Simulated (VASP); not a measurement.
# BaSO (I4mm) in VASP: a series of runs

BaSO is run at these levels: PBEsol; tasks: single point.

All numbers are computed with VASP 6.6.1; they aren't measurements. Logs are shortened: lines on timing, memory, paths and dates and some standing lists are left out, and cuts for length are marked.

## 1. The cell of the first run

It takes space group I4mm (No. 107, tetragonal). Conventional cell: a = 4.293 Å, b = 4.293 Å, c = 7.254 Å, α = 90.00°, β = 90.00°, γ = 90.00°. Within 3.3 Å of Ba (site symmetry 4mm) lie 5 O at 2.52 to 3.23 Å and 5 S at 3.07 to 3.09 Å. Within 2.2 Å of S (site symmetry 4mm) lie 1 O at 1.67 Å. Within 2.2 Å of O (site symmetry 4mm) lie 1 S at 1.67 Å.

## 2. Single point, PBEsol

INCAR reads:

```
SYSTEM = BaSO
ALGO = Normal
EDIFF = 1E-6
ENCUT = 520
GGA = PS
ISIF = 2
ISMEAR = 0
LASPH = .True.
LCHARG = .False.
LREAL = .False.
LWAVE = .False.
NBANDS = 18
NELM = 60
PREC = Accurate
SIGMA = 0.01
```

KPOINTS reads:

```
k-points
0
Gamma
  10 10 10
  0 0 0
```

POSCAR reads:

```
BaSO
1.0
   -2.1466469446      2.1466469446      3.6269062958
    2.1466469446     -2.1466469446      3.6269062958
    2.1466469446      2.1466469446     -3.6269062958
Ba S O
1 1 1
Direct
   -0.0254693704     -0.0254693704      0.0000000000
    0.3977102255      0.3977102255      0.0000000000
    0.6277591448      0.6277591448      0.0000000000
```

Potentials or basis: VASP PAW PBE potentials, release 64 (Ba_sv, S, O).

The run is started by

```console
> cat potpaw_PBE.64/Ba_sv/POTCAR potpaw_PBE.64/S/POTCAR potpaw_PBE.64/O/POTCAR > POTCAR
> mpirun -np 1 vasp_std > vasp.out
```

OUTCAR:

```text
SYSTEM = BaSO
   EDIFF = 1E-6
   ENCUT = 520
   GGA = PS
   ISIF = 2
   ISMEAR = 0
   LASPH = .True.
   LREAL = .False.
   NELM = 60
   PREC = Accurate

 ion  position               nearest neighbor table
   1  0.975  0.975  0.000-   3 2.52   2 3.07   2 3.09   2 3.09   2 3.09   2 3.09   3 3.23   3 3.23
                             3 3.23   3 3.23
   2  0.398  0.398  0.000-   3 1.67   1 3.07   1 3.09   1 3.09   1 3.09   1 3.09
   3  0.628  0.628  0.000-   2 1.67   1 2.52   1 3.23   1 3.23   1 3.23   1 3.23

  LATTYP: Found a body centered tetragonal cell.
 ALAT       =     4.2932938892
 C/A-ratio  =     1.6895681448

  Lattice vectors:

 A1 = (  -2.1466469446,   2.1466469446,   3.6269062958)
 A2 = (   2.1466469446,  -2.1466469446,   3.6269062958)
 A3 = (   2.1466469446,   2.1466469446,  -3.6269062958)

Analysis of symmetry for initial positions (statically):
=====================================================================
 Subroutine PRICEL returns:
 Original cell was already a primitive cell.

 Routine SETGRP: Setting up the symmetry group for a
 body centered tetragonal supercell.

 Subroutine GETGRP returns: Found  8 space group operations
 (whereof  8 operations were pure point group operations)
 out of a pool of 16 trial point group operations.

The static configuration has the point symmetry C_4v.

Analysis of symmetry for dynamics (positions and initial velocities):
=====================================================================
 Subroutine PRICEL returns:
 Original cell was already a primitive cell.

 Routine SETGRP: Setting up the symmetry group for a
 body centered tetragonal supercell.

 Subroutine GETGRP returns: Found  8 space group operations
 (whereof  8 operations were pure point group operations)
 out of a pool of 16 trial point group operations.

The dynamic configuration has the point symmetry C_4v.

 Subroutine INISYM returns: Found  8 space group operations
 (whereof  8 operations are pure point group operations),
 and found     1 'primitive' translations

----------------------------------------------------------------------------------------

                                     Primitive cell

  volume of cell :      66.8525

  direct lattice vectors                    reciprocal lattice vectors
    -2.146646945  2.146646945  3.626906296     0.000000000  0.232921395  0.137858538
     2.146646945 -2.146646945  3.626906296     0.232921395  0.000000000  0.137858538
[... 80 lines left out ...]
   ICHARG =      2    charge: 1-file 2-atom 10-const
   ISPIN  =      1    spin polarized calculation?
   LNONCOLLINEAR =      F non collinear calculations
   LSORBIT =      F    spin-orbit coupling
   LASPH  =      T    aspherical Exc in radial PAW
   ENCUT  =  520.0 eV  38.22 Ry    6.18 a.u.   8.79  8.79  8.79*2*pi/ulx,y,z
   NELM   =     60;   NELMIN=  2; NELMDL= -5     # of ELM steps
   EDIFF  = 0.1E-05   stopping-criterion for ELM
   LREAL  =      F    real-space projection
   EDIFFG = 0.1E-04   stopping-criterion for IOM
   NSW    =      0    number of steps for IOM
   IBRION =     -1    ionic relax: 0-MD 1-quasi-New 2-CG
   NFREE  =      0    steps in history (QN), initial steepest desc. (CG)
   ISIF   =      2    stress and relaxation
   ISYM   =      2    0-nonsym 1-usesym 2-fastsym
   POTIM  = 0.5000    time-step for ionic-motion
   TEBEG  =    0.0;   TEEND  =   0.0 temperature during run
   PSTRESS=    0.0 pullay stress
   NELECT =      22.0000    total number of electrons
   NUPDOWN=      -1.0000    fix difference up-down
   EMIN   =  10.00;   EMAX   =-10.00  energy-range for DOS
   EFERMI =   0.00;   METHOD = LEGACY
   ISMEAR =     0;   SIGMA  =   0.01  broadening in eV -4-tet -1-fermi 0-gaus
   EFERMI_NEDOS =   21; number of points for ismear=-14 and -15
   IALGO  =     38    algorithm
   IMIX   =      4    mixing-type and parameters
     AMIX     =   0.40;   BMIX     =  1.00
     AMIX_MAG =   1.60;   BMIX_MAG =  1.00
  volume/ion in A,a.u.               =      22.28       150.38
  Fermi-wavevector in a.u.,A,eV,Ry     =   1.130255  2.135873 17.381129  1.277477
  Thomas-Fermi vector in A             =   2.266951
   LORBIT       =      0    0 simple, 1 ext, 2 COOP (PROOUT), +10 PAW based schemes
   GGA     = PS    functional components
   LHFCALC =     F    Hartree Fock is set to
   AEXX    =    0.0000 exact exchange contribution
   IVDW    =     0    specifies the selected vdW correction
   LEPSILON=     F    determine dielectric tensor
   LRPA    =     F    only Hartree local field effects (RPA)
 non-spin polarized calculation
 Gauss-broadening in eV      SIGMA  =   0.01
  energy-cutoff  :      520.00
  volume of cell :       66.85
 maximum number of plane-waves:      1832
   NGX = 17   NGY = 17   NGZ = 17

 number of electron      22.0000001 magnetization

 Free energy of the ion-electron system (eV)
  ---------------------------------------------------
  ext. energy  EPLUGINS =         0.00000000
  ---------------------------------------------------
  free energy    TOTEN  =       -16.69014207 eV

  energy without entropy =      -16.69014207  energy(sigma->0) =      -16.69014207

 E-fermi :   3.2612     XC(G=0):  -9.4439

 val. band max:        3.1926321701   @ k =   0.5000   0.5000   0.5000
 cond. band min:       4.0108144865   @ k =   0.5000   0.5000   0.5000
 fundamental gap:      0.8181823164
 Fermi energy:         3.2612232499

 k-point     1 :       0.0000    0.0000    0.0000
  band No.  band energies     occupation
      1     -24.0577      2.00000
      2     -16.3797      2.00000
      3      -9.5082      2.00000
      4      -9.1458      2.00000
      5      -9.1458      2.00000
      6      -7.8572      2.00000
[... 481 lines left out ...]
      5      -9.3070      2.00000
      6      -7.7360      2.00000
[... 10 lines left out ...]
     17      10.7043      0.00000
     18      11.6717      0.00000

 [... further k-points ...]
[... 5 lines left out ...]
  --------------------------------------------------------------------------------------
  -------------------------------------------------------------------------------------
  Total        0.3539665      0.3539665      0.6316097      0.0000000      0.0000000      0.0000000
  in kB        8.4831112      8.4831112     15.1370690      0.0000000      0.0000000      0.0000000
  external PRESSURE =      10.7010971 kB  Pullay stress =       0.0000000 kB

 VOLUME and BASIS-vectors are now :
 -----------------------------------------------------------------------------
  energy-cutoff  :      520.00
  volume of cell :       66.85
      direct lattice vectors                 reciprocal lattice vectors
    -2.146646945  2.146646945  3.626906296     0.000000000  0.232921395  0.137858538
     2.146646945 -2.146646945  3.626906296     0.232921395  0.000000000  0.137858538
     2.146646945  2.146646945 -3.626906296     0.232921395  0.232921395  0.000000000

 POSITION                                       TOTAL-FORCE (eV/Angst)
 -----------------------------------------------------------------------------------
      0.00000      0.00000      7.06906        -0.000000     -0.000000      0.114967
      0.00000      0.00000      2.88492        -0.000000     -0.000000      0.041047
      0.00000      0.00000      4.55365         0.000000      0.000000     -0.156014
 -----------------------------------------------------------------------------------
    total drift:                                0.000001      0.000001     -0.000796

  FREE ENERGIE OF THE ION-ELECTRON SYSTEM (eV)
  ---------------------------------------------------
  free  energy   TOTEN  =       -16.6901420740 eV

  energy  without entropy=      -16.6901420740  energy(sigma->0) =      -16.69014207
```

stdout:

```text
POSCAR found type information on POSCAR BaS O
 POSCAR found :  3 types and       3 ions
 scaLAPACK will be used
 -----------------------------------------------------------------------------
|                                                                             |
|                                                                             |
|     You enforced a specific xc type in the INCAR file but a different       |
|     I HOPE YOU KNOW WHAT YOU ARE DOING!                                     |
|                                                                             |
 -----------------------------------------------------------------------------

 LDA part: xc-table for (Slater+PW92), standard interpolation
 POSCAR, INCAR and KPOINTS ok, starting setup
 FFT: planning ... GRIDC
 FFT: planning ... GRID_SOFT
 FFT: planning ... GRID
 WAVECAR not read
 entering main loop
```

It took 1.9 min on 1 thread of Intel Xeon Platinum 8488C (Sapphire Rapids), shared host; peak memory 0.28 GiB.

Results:

```
Free energy            : -16.6901 eV
Pressure               : 1.1 GPa
Largest force          : 0.156 eV/Å
Band gap on the k mesh : 0.82 eV
```

Forces in eV/Å, atoms in the order of the input:
```
Ba   0.000  0.000  0.115
S    0.000  0.000  0.041
O    0.000  0.000 -0.156
```

Stress tensor (GPa, compression positive):
```
0.85 0.00 0.00
0.00 0.85 0.00
0.00 0.00 1.51
```

Levels at points of the mesh, in eV from the valence-band top:
| k point | band 9 | band 10 | band 11 | band 12 | band 13 | band 14 |
| --- | --- | --- | --- | --- | --- | --- |
| (0.00, 0.00, 0.00) | -4.02 | -1.38 | -1.38 | 1.85 | 2.04 | 3.87 |
| (0.50, 0.00, 0.00) | -4.75 | -1.15 | -0.76 | 1.95 | 3.85 | 4.52 |
| (0.50, 0.50, 0.00) | -4.02 | -2.31 | -0.19 | 2.72 | 5.10 | 5.56 |
| (0.50, 0.50, 0.50) | -4.11 | 0.00 | 0.00 | 0.82 | 1.97 | 4.49 |

Caveat: the PAW data sets were made with another functional, which shifts forces and pressure a little; spin-orbit coupling is left out, which moves the levels of the heavy elements. A k mesh can miss the band edges.

## 3. Single point, PBEsol

INCAR reads:

```
SYSTEM = BaSO
  PREC = Accurate
  ENCUT = 520
  EDIFF = 1E-6
  ISMEAR = 0
  SIGMA = 0.02
  LREAL = .FALSE.
  LASPH = .TRUE.
  NELM = 80
  ALGO = Normal
  ISIF = 2
  LWAVE = .FALSE.
  LCHARG = .FALSE.
  GGA = PS
  NBANDS = 18
```

KPOINTS reads:

```
Automatic mesh
0
G
  10 10 10
  0 0 0
```

POSCAR is that of step 2.

Potentials or basis: VASP PAW PBE potentials, release 64 (Ba_sv, S, O).

The run is started by

```console
> cat potpaw_PBE.64/Ba_sv/POTCAR potpaw_PBE.64/S/POTCAR potpaw_PBE.64/O/POTCAR > POTCAR
> mpirun -np 1 vasp_std > vasp.out
```

OUTCAR:

```text
SYSTEM = BaSO
   PREC = Accurate
   ENCUT = 520
   EDIFF = 1E-6
   ISMEAR = 0
   LREAL = .FALSE.
   LASPH = .TRUE.
   NELM = 80
   ISIF = 2
   GGA = PS

 ion  position               nearest neighbor table
   1  0.975  0.975  0.000-   3 2.52   2 3.07   2 3.09   2 3.09   2 3.09   2 3.09   3 3.23   3 3.23
                             3 3.23   3 3.23
   2  0.398  0.398  0.000-   3 1.67   1 3.07   1 3.09   1 3.09   1 3.09   1 3.09
   3  0.628  0.628  0.000-   2 1.67   1 2.52   1 3.23   1 3.23   1 3.23   1 3.23

  LATTYP: Found a body centered tetragonal cell.
 ALAT       =     4.2932938892
 C/A-ratio  =     1.6895681448

  Lattice vectors:

[... 690 lines left out ...]

 [... further k-points ...]
[... 5 lines left out ...]
  --------------------------------------------------------------------------------------
  -------------------------------------------------------------------------------------
  Total        0.3539665      0.3539665      0.6316097      0.0000000      0.0000000      0.0000000
  in kB        8.4831114      8.4831114     15.1370691      0.0000000      0.0000000      0.0000000
  external PRESSURE =      10.7010973 kB  Pullay stress =       0.0000000 kB

 VOLUME and BASIS-vectors are now :
 -----------------------------------------------------------------------------
  energy-cutoff  :      520.00
  volume of cell :       66.85
      direct lattice vectors                 reciprocal lattice vectors
    -2.146646945  2.146646945  3.626906296     0.000000000  0.232921395  0.137858538
     2.146646945 -2.146646945  3.626906296     0.232921395  0.000000000  0.137858538
     2.146646945  2.146646945 -3.626906296     0.232921395  0.232921395  0.000000000

 POSITION                                       TOTAL-FORCE (eV/Angst)
 -----------------------------------------------------------------------------------
      0.00000      0.00000      7.06906         0.000000      0.000000      0.114967
      0.00000      0.00000      2.88492         0.000000      0.000000      0.041047
      0.00000      0.00000      4.55365        -0.000000     -0.000000     -0.156014
 -----------------------------------------------------------------------------------
    total drift:                                0.000001      0.000001     -0.000796

  FREE ENERGIE OF THE ION-ELECTRON SYSTEM (eV)
  ---------------------------------------------------
  free  energy   TOTEN  =       -16.6901420740 eV

  energy  without entropy=      -16.6901420740  energy(sigma->0) =      -16.69014207
```

It took 1.9 min on 1 thread of Intel Xeon Platinum 8488C (Sapphire Rapids), shared host; peak memory 0.29 GiB.

What came out:

| Property | Result |
| --- | --- |
| Free energy | -16.6901 eV |
| Pressure | 1.1 GPa |
| Largest force | 0.156 eV/Å |
| Band gap on the k mesh | 0.82 eV |

Forces on the atoms (eV/Å):
```
Ba   0.000  0.000  0.115
S    0.000  0.000  0.041
O    0.000  0.000 -0.156
```

Caveat: the PAW data sets were made with another functional, which shifts forces and pressure a little; spin-orbit coupling is left out, which moves the levels of the heavy elements. A k mesh can miss the band edges.
